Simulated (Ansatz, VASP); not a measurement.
**One calculation of AlN, two programs**

```
Al N
1.0
     0.00000    2.21273    2.21273
     2.21273    0.00000    2.21273
     2.21273    2.21273    0.00000
Al N
1 1
Direct
  0.00000 0.00000 0.00000
  0.25000 0.25000 0.25000
```

Alike in both runs: task single point; functional PBE; dispersion D4; k mesh 10 × 10 × 10; occupations fermi-dirac, width 0.05 eV; no spin polarisation.

|  | VASP | Ansatz |
| --- | --- | --- |
| version | VASP 6.6.1 | Ansatz 0.2.0 |
| potentials or method | VASP PAW PBE potentials, release 64 (Al, N) | Ansatz PAW |
| plane-wave cutoff (eV) | 600 | 420 |
| valence electrons in the cell | 8 | 8 |

Ansatz gave:

| Property | Result |
| --- | --- |
| gap on the k mesh at the Fermi level (eV) | 3.30 |
| least direct gap on the mesh (eV) | 3.84 |
| pressure (GPa) | -7.2 |

**Question.** What did VASP give for the same quantities?

**Answer.** gap on the k mesh at the Fermi level (eV): 3.30; least direct gap on the mesh (eV): 3.85; pressure (GPa): -7.6.
